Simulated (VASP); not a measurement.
# NiO (Fm-3m) in VASP: notebook, part 2 of 2

VASP 6.6.1. The steps go on from the part before.

## 5. Single point, r2SCAN+D3(BJ), collinear spin, ferromagnetic start

This run uses another cell than the first one, of 9.44 Å³/atom.

Contents of POSCAR:

```
NiO
1.0
    0.0000000000      2.1133508634      2.1133508634
    2.1133508634      0.0000000000      2.1133508634
    2.1133508634      2.1133508634      0.0000000000
Ni O
1 1
Direct
    0.0000000000      0.0000000000      0.0000000000
    0.5000000000      0.5000000000      0.5000000000
```

Contents of INCAR.step1:

```
SYSTEM = NiO
ALGO     = Normal         ! electronic algorithm
EDIFF    = 1E-5           ! SCF threshold, eV
ENCUT    = 770            ! plane-wave cutoff, eV
GGA      = PE             ! functional
GGA_COMPAT= .FALSE.      
ISMEAR   = -1             ! smearing method
ISPIN    = 2              ! spin polarisation
LASPH    = .TRUE.         ! aspherical terms in the spheres
LCHARG   = .FALSE.        ! write CHGCAR
LMAXMIX  = 4              ! l up to which the mixer works
LREAL    = .FALSE.        ! projectors in reciprocal space
LWAVE    = .TRUE.         ! write WAVECAR
MAGMOM   = 1 0            ! initial moments
NBANDS   = 23             ! bands
NELM     = 200            ! most SCF steps
PREC     = Accurate       ! precision mode
SIGMA    = 0.05           ! smearing width, eV
```

Contents of INCAR.step2:

```
SYSTEM = NiO
ALGO     = Normal         ! electronic algorithm
EDIFF    = 1E-6           ! SCF threshold, eV
ENCUT    = 770            ! plane-wave cutoff, eV
GGA_COMPAT= .FALSE.      
ISIF     = 2              ! what is computed and relaxed
ISMEAR   = -1             ! smearing method
ISPIN    = 2              ! spin polarisation
ISTART   = 1            
IVDW     = 12             ! dispersion correction
LASPH    = .TRUE.         ! aspherical terms in the spheres
LCHARG   = .TRUE.         ! write CHGCAR
LELF     = .TRUE.         ! ELF
LMAXMIX  = 4              ! l up to which the mixer works
LMIXTAU  = .TRUE.       
LORBIT   = 11             ! projections on sites
LREAL    = .FALSE.        ! projectors in reciprocal space
LVHAR    = .TRUE.       
LWAVE    = .FALSE.        ! write WAVECAR
MAGMOM   = 1 0            ! initial moments
METAGGA  = R2SCAN         ! meta-GGA
NBANDS   = 23             ! bands
NELM     = 200            ! most SCF steps
PREC     = Accurate       ! precision mode
SIGMA    = 0.05           ! smearing width, eV
VDW_A1   = 0.49484001   
VDW_A2   = 5.73083694   
VDW_S6   = 1.0          
VDW_S8   = 0.78981345
```

Contents of KPOINTS:

```
k-points
0
G
  11 11 11
  0 0 0
```

Run with:

```console
cat potpaw_PBE.64/Ni_sv_GW/POTCAR potpaw_PBE.64/O/POTCAR > POTCAR
cp INCAR.step1 INCAR
mpirun -np 1 vasp_std > vasp.out
cp INCAR.step2 INCAR
mpirun -np 1 vasp_std > vasp.out
```

Run time: 2.8 min. Hardware: 1 thread of Intel Xeon Platinum 8559C (Emerald Rapids), shared host; peak memory 0.25 GiB.

The run converged. Its results:

```
Free energy                                           : -21.3546 eV
Pressure                                              : -7.8 GPa
Band gap on the k mesh                                : 0.98 eV (least direct gap 1.86 eV)
Net moment                                            : 2.00 μB per cell
Site moments                                          : Ni +1.71; O +0.26 μB
Valence electrons inside the program's atomic spheres : Ni 16.08; O 5.03
Dispersion energy per atom                            : -0.122 eV
```

Levels at points of the mesh, in eV from the valence-band top:
Spin up:
```
           k point  band 9  band 10  band 11  band 12  band 13  band 14  band 15  band 16  band 17  band 18
(0.00, 0.00, 0.00)   -2.92    -2.92    -2.58    -2.58    -2.58     2.03    18.67    19.44    19.44    19.44
```
Spin down:
```tsv
k point	band 9	band 10	band 11	band 12	band 13	band 14
(0.00, 0.00, 0.00)	-1.94	-1.94	-1.94	0.98	0.98	2.59
```

Caveat: the cell stands under tension; the PAW data sets were made with another functional, which shifts forces and pressure a little; an odd mesh through Γ misses points on the zone boundary, where band edges can lie; a cell with one magnetic atom can't hold antiferromagnetic order, which such compounds often take. r2SCAN opens gaps a little over a GGA but as a rule still falls short of measured ones.

## 6. Single point, PBE0, collinear spin, ferromagnetic start

Contents of POSCAR:

```
NiO
1.0
    0.0000000000      2.1268120599      2.1268120599
    2.1268120599      0.0000000000      2.1268120599
    2.1268120599      2.1268120599      0.0000000000
Ni O
1 1
Direct
    0.0000000000      0.0000000000      0.0000000000
    0.5000000000      0.5000000000      0.5000000000
```

Contents of INCAR.step1:

```
PREC = Accurate ; ENCUT = 520
EDIFF = 1E-5 ; ISMEAR = -1
SIGMA = 0.05 ; LREAL = F
LASPH = T ; NELM = 150
ALGO = Normal ; ISIF = 2
LWAVE = T ; LCHARG = F
ISPIN = 2 ; MAGMOM = 1 0
LORBIT = 11 ; LMAXMIX = 4
NBANDS = 19 ; GGA = PE
```

Contents of INCAR.step2:

```
PREC = Accurate ; ENCUT = 520
EDIFF = 1E-6 ; ISMEAR = -1
SIGMA = 0.05 ; LREAL = F
LASPH = T ; NELM = 150
ALGO = Normal ; ISIF = 2
LWAVE = F ; LCHARG = F
ISPIN = 2 ; MAGMOM = 1 0
LORBIT = 11 ; LMAXMIX = 4
GGA = PE ; LHFCALC = T
AEXX = 0.25 ; PRECFOCK = Normal
NBANDS = 19 ; ISTART = 1
```

Contents of KPOINTS:

```
regular mesh
0
Gamma
  6 6 6
```

Potentials or basis: VASP PAW PBE potentials, release 64 (Ni, O).

Run with:

```console
cat potpaw_PBE.64/Ni/POTCAR potpaw_PBE.64/O/POTCAR > POTCAR
cp INCAR.step1 INCAR
mpirun -np 1 vasp_std > vasp.out
cp INCAR.step2 INCAR
mpirun -np 1 vasp_std > vasp.out
```

Run time: 72 min. Hardware: 1 thread of Intel Xeon Platinum 8259CL at 2.50GHz (Skylake/Cascade Lake), shared host; peak memory 0.17 GiB.

Results (log left out):

```
Free energy                                           : -17.4130 eV
Pressure                                              : -8.0 GPa
Band gap on the k mesh                                : 3.89 eV (least direct gap 4.77 eV)
Net moment                                            : 2.00 μB per cell
Site moments                                          : Ni +1.75; O +0.22 μB
Valence electrons inside the program's atomic spheres : Ni 8.80; O 5.04
```

Levels at points of the mesh, in eV from the valence-band top:
Spin up:
```csv
k point,band 7,band 8,band 9,band 10,band 11,band 12
"(0.00, 0.00, 0.00)",-2.02,-2.02,-2.02,4.13,20.70,21.57
"(0.50, 0.00, 0.00)",-2.57,0.00,0.00,8.37,13.12,16.82
"(0.50, 0.50, 0.00)",-3.43,-3.19,-3.19,8.83,13.80,14.64
```
Spin down:
```csv
k point,band 3,band 4,band 5,band 6,band 7,band 8,band 9,band 10,band 11,band 12
"(0.00, 0.00, 0.00)",-2.83,-2.83,-1.28,-1.28,-1.28,3.89,3.89,4.58,20.60,21.78
"(0.50, 0.00, 0.00)",-3.75,-3.75,-1.67,-1.67,-1.39,6.65,6.65,8.57,13.77,17.14
"(0.50, 0.50, 0.00)",-3.60,-2.79,-2.79,-1.91,-1.91,4.42,4.96,9.39,14.24,14.91
```

Caveat: the k points lie up to 0.43 Å⁻¹ apart; the PAW data sets were made with another functional, which shifts forces and pressure a little; a cell with one magnetic atom can't hold antiferromagnetic order, which such compounds often take.

## 7. Summary

```csv
level,potentials or basis,cell,k mesh,cutoff (eV),grid for exact exchange (PRECFOCK),share of exact exchange,screening parameter,gap on the mesh (eV),pressure (GPa),moment (μB)
PBEsol-based screened hybrid with 25 % exact exchange,"VASP PAW PBE potentials, release 64 (Ni, O)","a = 3.008 Å, angles 60.0°, 2 atoms",6 × 6 × 6,520,Normal,0.25,0.207 1/Å,2.91,-14.5,2.00
BLYP+D4,"VASP PAW PBE potentials, release 64 (Ni_sv_GW, O)","a = 2.930 Å, angles 60.0°, 2 atoms",11 × 11 × 11,700,-,-,-,none,7.7,1.59
r2SCAN+D3(BJ),"VASP PAW PBE potentials, release 64 (Ni_sv_GW, O)","a = 2.950 Å, angles 60.0°, 2 atoms",11 × 11 × 11,770,-,-,-,0.84,0.6,2.00
r2SCAN+D3(BJ),"VASP PAW PBE potentials, release 64 (Ni_sv_GW, O)","a = 2.989 Å, angles 60.0°, 2 atoms",11 × 11 × 11,770,-,-,-,0.98,-7.8,2.00
PBE0,"VASP PAW PBE potentials, release 64 (Ni, O)","a = 3.008 Å, angles 60.0°, 2 atoms",6 × 6 × 6,520,Normal,0.25,-,3.89,-8.0,2.00
```

Alike in all rows: task single point; spin collinear, ferromagnetic start; smearing fermi-dirac 0.05 eV.

Caveats: some runs use coarse meshes; the PAW data sets were made with another functional, which shifts forces and pressure a little; a cell with one magnetic atom can't hold antiferromagnetic order, which such compounds often take; an odd mesh through Γ misses points on the zone boundary, where band edges can lie (at least some runs); the cell stands under pressure (at least some runs); semilocal functionals often make such compounds metallic where correlation or magnetic order opens a gap, which also shifts bond lengths (at least some runs); the cell stands under tension (at least some runs).

Absolute energies hang on the potentials; compare differences alone.
